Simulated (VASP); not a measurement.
A run of VASP 6.6.1:

The input INCAR:

```
PREC = Accurate
ENCUT = 520
EDIFF = 1E-6
ISMEAR = 0
SIGMA = 0.1
LREAL = F
LASPH = T
NELM = 60
ALGO = Fast
ISIF = 2
LWAVE = F
LCHARG = F
GGA = PE
NBANDS = 29
```

The input KPOINTS:

```
regular mesh
0
Gamma
  8 8 8
```

Contents of POSCAR:

```
CdSi2
1.0
    5.2324994831      0.0000000000      0.0000000000
    0.0000000000      5.2324994831      0.0000000000
    0.0000000000      0.0000000000      5.3549080086
Cd Si
2 4
Direct
    0.0000000000      0.0000000000      0.0000000000
    0.5000000000      0.5000000000      0.5000000000
    0.3495441917      0.3495441917      0.0000000000
    0.1504558083      0.8495441917      0.5000000000
    0.6504558083      0.6504558083      0.0000000000
    0.8495441917      0.1504558083      0.5000000000
```

Potentials or basis: VASP PAW PBE potentials, release 64 (Cd, Si).

Launch:

```console
$ cat potpaw_PBE.64/Cd/POTCAR potpaw_PBE.64/Si/POTCAR > POTCAR
$ mpirun -np 1 vasp_std > vasp.out
```

Hardware: 1 thread of Oxide Virtual Turin-like Processor (shared host).

Question: How long does it take, and how much memory?

Answer: It took 4.2 min on 1 thread of Oxide Virtual Turin-like Processor, on a shared host, peak memory 0.38 GiB. Counts: scf iterations 14, k points 75.
